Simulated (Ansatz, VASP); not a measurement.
One calculation of C, two programs

INCAR

```
PREC = Accurate
ENCUT = 520
EDIFF = 1E-6
ISMEAR = -1
SIGMA = 0.1
LREAL = F
LASPH = T
NELM = 100
ALGO = Normal
ISIF = 2
LWAVE = F
LCHARG = F
GGA = PS
NBANDS = 8
```

File KPOINTS:

```
Automatic mesh
0
Gamma
  20 20 20
```

Contents of POSCAR:

```
C
1.0
    0.0000000000      1.5574929975      1.5574929975
    1.5574929975      0.0000000000      1.5574929975
    1.5574929975      1.5574929975      0.0000000000
C
1
Direct
    0.0000000000      0.0000000000      0.0000000000
```

Input for Ansatz:

```yaml
crystal:
  lattice:
    - [0.0, 1.5574929975, 1.5574929975]
    - [1.5574929975, 0.0, 1.5574929975]
    - [1.5574929975, 1.5574929975, 0.0]
  atoms:
    - { symbol: C, position: [0.0, 0.0, 0.0] }
hamiltonian:
  xc: pbesol
  pseudopotentials:
    kind: paw
    azcp:
      C: "pseudopotentials/C.paw.azcp"
basis:
  ecutwfc: 420
  fft_grid_basis: typed
kpoints:
  mp_grid: { grid: [20, 20, 20], shift: [0, 0, 0] }
magnetization:
  spin_polarized: false
scf:
  occupations: { method: fermi_dirac, width: 0.1 }
  lower_state_search: "off"
output:
  stress: true
```

Alike in both runs: task single point; functional PBEsol; k mesh 20 × 20 × 20; occupations fermi-dirac, width 0.1 eV; no spin polarisation.

|  | VASP | Ansatz |
| --- | --- | --- |
| version | VASP 6.6.1 | Ansatz 0.2.0 |
| potentials or method | VASP PAW PBE potentials, release 64 (C), cutoff 520 eV | plane waves (420 eV) with PAW, scalar-relativistic |
| valence electrons in the cell | 4 | 4 |

Ansatz gave:

| Property | Result |
| --- | --- |
| pressure (GPa) | -11.7 |

Which values does VASP return?

Pressure (GPa): -11.6.

VASP's potentials were made for PBE, not for PBEsol, and Ansatz warns of the same on its side.
